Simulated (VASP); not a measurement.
# C (Fd-3m) in VASP: further runs

Runs on C. Level: PBEsol. Tasks: single point.

All numbers are computed with VASP 6.6.1; they aren't measurements. Logs are shortened: lines on timing, memory, paths and dates and some standing lists are left out, and cuts for length are marked.

**1. The cell of the first run**

Symmetry: Fd-3m, No. 227, cubic system. The conventional cell has a = 3.554 Å, b = 3.554 Å, c = 3.554 Å, α = 90.00°, β = 90.00°, γ = 90.00°. Within 2.1 Å of C (site symmetry -43m) lie 4 C at 1.54 Å.

**2. Single point, PBEsol**

INCAR reads:

```
SYSTEM = C
ALGO = Normal ; EDIFF = 1E-6
ENCUT = 520 ; GGA = PS
ISIF = 2 ; ISMEAR = -1
LASPH = .TRUE. ; LCHARG = .FALSE.
LREAL = .FALSE. ; LWAVE = .FALSE.
NBANDS = 16 ; NELM = 100
PREC = Accurate ; SIGMA = 0.02
```

KPOINTS reads:

```
k-points
0
G
  12 9 12
  0 0 0
```

POSCAR reads:

```
C
1.0
   -1.7769029944      1.7769029944      0.0000000000
    0.0000000000      0.0000000000      3.5538059888
    1.7769029944      1.7769029944      0.0000000000
C
4
Direct
    0.5000000000      0.3750000000      0.2500000000
    0.0000000000      0.8750000000      0.7500000000
    0.0000000000      0.1250000000      0.2500000000
    0.5000000000      0.6250000000      0.7500000000
```

Potentials or basis: VASP PAW PBE potentials, release 64 (C).

Command:

```
$ cat potpaw_PBE.64/C/POTCAR > POTCAR
$ mpirun -np 1 vasp_std > vasp.out
```

OUTCAR:

```text
SYSTEM = C
   EDIFF = 1E-6
   ENCUT = 520
   GGA = PS
   ISIF = 2
   ISMEAR = -1
   LASPH = .TRUE.
   LREAL = .FALSE.
   NELM = 100
   PREC = Accurate

 ion  position               nearest neighbor table
   1  0.500  0.375  0.250-   3 1.54   4 1.54   4 1.54   3 1.54
   2  0.000  0.875  0.750-   3 1.54   4 1.54   3 1.54   4 1.54
   3  0.000  0.125  0.250-   1 1.54   2 1.54   2 1.54   1 1.54
   4  0.500  0.625  0.750-   1 1.54   2 1.54   1 1.54   2 1.54

  LATTYP: Found a simple tetragonal cell.
 ALAT       =     2.5129203137
 C/A-ratio  =     1.4142135624

  Lattice vectors:

 A1 = (   1.7769029944,  -1.7769029944,   0.0000000000)
 A2 = (   1.7769029944,   1.7769029944,   0.0000000000)
 A3 = (   0.0000000000,   0.0000000000,   3.5538059888)

Analysis of symmetry for initial positions (statically):
=====================================================================
 Subroutine PRICEL returns following result:

  LATTYP: Found a face centered cubic cell.
 ALAT       =     3.5538059888

  Lattice vectors:

 A1 = (   1.7769029944,   0.0000000000,   1.7769029944)
 A2 = (   1.7769029944,   1.7769029944,   0.0000000000)
 A3 = (   0.0000000000,   1.7769029944,   1.7769029944)

   2 primitive cells build up your supercell.

 Routine SETGRP: Setting up the symmetry group for a
 simple tetragonal supercell.

 Subroutine GETGRP returns: Found 16 space group operations
 (whereof  4 operations were pure point group operations)
 out of a pool of 16 trial point group operations.

The static configuration has the point symmetry C_2h.
 The point group associated with its full space group is D_4h.

Analysis of symmetry for dynamics (positions and initial velocities):
=====================================================================
 Subroutine PRICEL returns following result:

  LATTYP: Found a face centered cubic cell.
 ALAT       =     3.5538059888

  Lattice vectors:

 A1 = (   1.7769029944,   0.0000000000,   1.7769029944)
 A2 = (   1.7769029944,   1.7769029944,   0.0000000000)
 A3 = (   0.0000000000,   1.7769029944,   1.7769029944)

   2 primitive cells build up your supercell.

 Routine SETGRP: Setting up the symmetry group for a
 simple tetragonal supercell.

 Subroutine GETGRP returns: Found 16 space group operations
 (whereof  4 operations were pure point group operations)
 out of a pool of 16 trial point group operations.

The dynamic configuration has the point symmetry C_2h.
 The point group associated with its full space group is D_4h.

 Subroutine INISYM returns: Found 16 space group operations
 (whereof  4 operations are pure point group operations),
 and found     2 'primitive' translations

----------------------------------------------------------------------------------------

                                     Primitive cell

  volume of cell :      11.2207

  direct lattice vectors                    reciprocal lattice vectors
     1.776902994  0.000000000  1.776902994     0.281388462 -0.281388462  0.281388462
     1.776902994  1.776902994  0.000000000     0.281388462  0.281388462 -0.281388462
     0.000000000  1.776902994  1.776902994    -0.281388462  0.281388462  0.281388462

  length of vectors
     2.512920314  2.512920314  2.512920314     0.487379112  0.487379112  0.487379112

  position of ions in fractional coordinates (direct lattice)
     0.875000000  0.875000000  0.875000000
     0.125000000  0.125000000  0.125000000

  ion indices of the primitive-cell ions
   primitive index   ion index
                 1           1
                 2           3

----------------------------------------------------------------------------------------

 KPOINTS: k-points

Automatic generation of k-mesh.
 Grid dimensions read from file:
 generate k-points for:   12    9   12

 Generating k-lattice:

  Cartesian coordinates                     Fractional coordinates (reciprocal lattice)
    -0.023449038  0.023449038  0.000000000     0.083333333  0.000000000  0.000000000
     0.000000000  0.000000000  0.031265385     0.000000000  0.111111111  0.000000000
     0.023449038  0.023449038  0.000000000     0.000000000  0.000000000  0.083333333

  Length of vectors
     0.033161948  0.031265385  0.033161948

  Shift w.r.t. Gamma in fractional coordinates (k-lattice)
     0.000000000  0.000000000  0.000000000

 Subroutine IBZKPT returns following result:
 ===========================================

 Found    140 irreducible k-points:

 Following reciprocal coordinates:
            Coordinates               Weight
  0.000000  0.000000  0.000000      1.000000
  0.083333  0.000000  0.000000      4.000000
  0.166667  0.000000  0.000000      4.000000
  0.250000  0.000000  0.000000      4.000000
  0.333333  0.000000  0.000000      4.000000
  0.416667  0.000000  0.000000      4.000000
[... 16 lines left out ...]
  0.083333  0.333333  0.000000      8.000000
  0.166667  0.333333  0.000000      8.000000
 [... further k-points ...]
   k-points           NKPTS =    140   k-points in BZ     NKDIM =    140   number of bands    NBANDS=     16
   number of dos      NEDOS =    301   number of ions     NIONS =      4
   total plane-waves  NPLWV =  11200
   dimension x,y,z NGX =    20 NGY =   28 NGZ =   20
   dimension x,y,z NGXF=    40 NGYF=   56 NGZF=   40
   ions per type =               4
   NGX,Y,Z   is equivalent  to a cutoff of  13.23, 13.10, 13.23 a.u.
   NGXF,Y,Z  is equivalent  to a cutoff of  26.46, 26.20, 26.46 a.u.
 SYSTEM =  C
   PREC   = accura    normal or accurate (medium, high low for compatibility)
   ISTART =      0    job   : 0-new  1-cont  2-samecut
   ICHARG =      2    charge: 1-file 2-atom 10-const
   ISPIN  =      1    spin polarized calculation?
   LNONCOLLINEAR =      F non collinear calculations
   LSORBIT =      F    spin-orbit coupling
   LASPH  =      T    aspherical Exc in radial PAW
   ENCUT  =  520.0 eV  38.22 Ry    6.18 a.u.   4.67  6.61  4.67*2*pi/ulx,y,z
   NELM   =    100;   NELMIN=  2; NELMDL= -5     # of ELM steps
   EDIFF  = 0.1E-05   stopping-criterion for ELM
   LREAL  =      F    real-space projection
   EDIFFG = 0.1E-04   stopping-criterion for IOM
   NSW    =      0    number of steps for IOM
   IBRION =     -1    ionic relax: 0-MD 1-quasi-New 2-CG
   NFREE  =      0    steps in history (QN), initial steepest desc. (CG)
   ISIF   =      2    stress and relaxation
   ISYM   =      2    0-nonsym 1-usesym 2-fastsym
   POTIM  = 0.5000    time-step for ionic-motion
   TEBEG  =    0.0;   TEEND  =   0.0 temperature during run
   PSTRESS=    0.0 pullay stress
   NELECT =      16.0000    total number of electrons
   NUPDOWN=      -1.0000    fix difference up-down
   EMIN   =  10.00;   EMAX   =-10.00  energy-range for DOS
   EFERMI =   0.00;   METHOD = LEGACY
   ISMEAR =    -1;   SIGMA  =   0.02  broadening in eV -4-tet -1-fermi 0-gaus
   EFERMI_NEDOS =   21; number of points for ismear=-14 and -15
   IALGO  =     38    algorithm
   IMIX   =      4    mixing-type and parameters
     AMIX     =   0.40;   BMIX     =  1.00
     AMIX_MAG =   1.60;   BMIX_MAG =  1.00
  volume/ion in A,a.u.               =       5.61        37.86
  Fermi-wavevector in a.u.,A,eV,Ry     =   1.462506  2.763736 29.101841  2.138925
  Thomas-Fermi vector in A             =   2.578712
   LORBIT       =      0    0 simple, 1 ext, 2 COOP (PROOUT), +10 PAW based schemes
   GGA     = PS    functional components
   LHFCALC =     F    Hartree Fock is set to
   AEXX    =    0.0000 exact exchange contribution
   IVDW    =     0    specifies the selected vdW correction
   LEPSILON=     F    determine dielectric tensor
   LRPA    =     F    only Hartree local field effects (RPA)
 non-spin polarized calculation
  energy-cutoff  :      520.00
  volume of cell :       22.44
 maximum number of plane-waves:       618
 NGX is ok and might be reduce to    20
   NGX =  9   NGY = 13   NGZ =  9

 number of electron      16.0000002 magnetization

 Free energy of the ion-electron system (eV)
  ---------------------------------------------------
  ext. energy  EPLUGINS =         0.00000000
  ---------------------------------------------------
  free energy    TOTEN  =       -38.49942940 eV

  energy without entropy =      -38.49942940  energy(sigma->0) =      -38.49942940

 E-fermi :  10.3445     XC(G=0): -13.4868

 val. band max:        9.8677533964   @ k =   0.0000   0.0000   0.0000
 cond. band min:      13.9085469289   @ k =   0.0000   0.2222   0.0000
 fundamental gap:      4.0407935325
 Fermi energy:        10.3445490869

 k-point     1 :       0.0000    0.0000    0.0000
  band No.  band energies     occupation
      1     -11.8014      2.00000
      2      -2.9855      2.00000
      3      -2.9855      2.00000
      4       3.4637      2.00000
      5       3.4637      2.00000
      6       9.8678      2.00000
[... 8 lines left out ...]
     15      26.8214      0.00000
     16      26.8214      0.00000

 k-point     2 :       0.0833    0.0000    0.0000
  band No.  band energies     occupation
      1     -11.6717      2.00000
      2      -2.9345      2.00000
      3      -2.8697      2.00000
      4       2.8163      2.00000
      5       3.5726      2.00000
      6       9.1501      2.00000
[... 8 lines left out ...]
     15      26.4993      0.00000
     16      26.6595      0.00000

 k-point     3 :       0.1667    0.0000    0.0000
  band No.  band energies     occupation
      1     -11.2840      2.00000
      2      -2.8637      2.00000
      3      -2.5230      2.00000
      4       1.4359      2.00000
      5       3.8943      2.00000
      6       7.6009      2.00000
[... 8 lines left out ...]
     15      25.6101      0.00000
     16      26.2297      0.00000

 k-point     4 :       0.2500    0.0000    0.0000
  band No.  band energies     occupation
      1     -10.6411      2.00000
      2      -3.1540      2.00000
      3      -1.9474      2.00000
      4       0.3421      2.00000
      5       4.4139      2.00000
      6       5.8462      2.00000
[... 8 lines left out ...]
     15      24.3333      0.00000
     16      25.6441      0.00000
[... 324 lines left out ...]
 k-point    22 :       0.0000    0.3333    0.0000
  band No.  band energies     occupation
      1     -10.7688      2.00000
      2      -7.7366      2.00000
      3       2.6711      2.00000
      4       4.4643      2.00000
      5       4.4643      2.00000
      6       7.2429      2.00000
[... 8 lines left out ...]
     15      24.0125      0.00000
     16      24.0125      0.00000

 k-point    23 :       0.0833    0.3333    0.0000
  band No.  band energies     occupation
      1     -10.6407      2.00000
      2      -7.6158      2.00000
      3       2.3683      2.00000
      4       4.1722      2.00000
      5       4.5604      2.00000
      6       6.0349      2.00000
[... 8 lines left out ...]
     15      23.7280      0.00000
     16      23.7632      0.00000

 k-point    24 :       0.1667    0.3333    0.0000
  band No.  band energies     occupation
      1     -10.2577      2.00000
      2      -7.2579      2.00000
      3       1.1652      2.00000
      4       4.0376      2.00000
      5       4.2123      2.00000
      6       4.8410      2.00000
[... 8 lines left out ...]
     15      23.1014      0.00000
     16      23.6802      0.00000

 [... further k-points ...]
[... 5 lines left out ...]
  --------------------------------------------------------------------------------------
  -------------------------------------------------------------------------------------
  Total        0.1545410      0.1545410      0.1544630      0.0000000     -0.0000000      0.0000000
  in kB       11.0332403     11.0332403     11.0276702      0.0000000     -0.0000000      0.0000000
  external PRESSURE =      11.0313836 kB  Pullay stress =       0.0000000 kB

 VOLUME and BASIS-vectors are now :
 -----------------------------------------------------------------------------
  energy-cutoff  :      520.00
  volume of cell :       22.44
      direct lattice vectors                 reciprocal lattice vectors
    -1.776902994  1.776902994  0.000000000    -0.281388462  0.281388462  0.000000000
     0.000000000  0.000000000  3.553805989     0.000000000  0.000000000  0.281388462
     1.776902994  1.776902994  0.000000000     0.281388462  0.281388462  0.000000000

 POSITION                                       TOTAL-FORCE (eV/Angst)
 -----------------------------------------------------------------------------------
     -0.44423      1.33268      1.33268        -0.000000      0.000000      0.000000
      1.33268      1.33268      3.10958        -0.000000     -0.000000     -0.000000
      0.44423      0.44423      0.44423         0.000000      0.000000     -0.000000
      0.44423      2.22113      2.22113         0.000000     -0.000000      0.000000
 -----------------------------------------------------------------------------------
    total drift:                                0.000000      0.000000     -0.000000

  FREE ENERGIE OF THE ION-ELECTRON SYSTEM (eV)
  ---------------------------------------------------
  free  energy   TOTEN  =       -38.4994294019 eV

  energy  without entropy=      -38.4994294019  energy(sigma->0) =      -38.49942940
```

Run time: 15 s. Hardware: 1 thread of Intel Xeon 6975P-C (Granite Rapids), shared host; peak memory 0.15 GiB.

What came out:

* Free energy: -38.4994 eV
* Pressure: 1.1 GPa
* Band gap on the k mesh: 4.04 eV

Caveat: the PAW data sets were made with another functional, which shifts forces and pressure a little. As with any semilocal functional, this PBEsol gap is likely too small.

**3. Single point, PBEsol**

INCAR reads:

```
ALGO = Normal
EDIFF = 1E-6
ENCUT = 520
GGA = PS
ISIF = 2
ISMEAR = -1
LASPH = True
LCHARG = False
LREAL = False
LWAVE = False
NBANDS = 16
NELM = 80
PREC = Accurate
SIGMA = 0.02
```

KPOINTS reads:

```
k-points
0
Gamma
  12 9 12
```

POSCAR is that of step 2.

Potentials or basis: VASP PAW PBE potentials, release 64 (C).

Command:

```
$ cat potpaw_PBE.64/C/POTCAR > POTCAR
$ mpirun -np 1 vasp_std > vasp.out
```

Run time: 18 s. Hardware: 1 thread of Intel Xeon 6975P-C (Granite Rapids), shared host; peak memory 0.14 GiB.

Results (log left out):

```
Free energy            : -38.4994 eV
Pressure               : 1.1 GPa
Band gap on the k mesh : 4.04 eV
```

Levels at points of the mesh, in eV from the valence-band top:
| k point | band 6 | band 7 | band 8 | band 9 | band 10 | band 11 |
| --- | --- | --- | --- | --- | --- | --- |
| (0.00, 0.00, 0.00) | 0.00 | 0.00 | 0.00 | 4.62 | 4.62 | 5.57 |
| (0.50, 0.00, 0.00) | -7.75 | -3.06 | -3.06 | 7.88 | 7.88 | 10.04 |
| (0.50, 0.00, 0.50) | -6.40 | -6.40 | -6.40 | 4.62 | 4.62 | 4.62 |

Caveat: the PAW data sets were made with another functional, which shifts forces and pressure a little. A k mesh can miss the band edges.

[end of part 1 of 2]
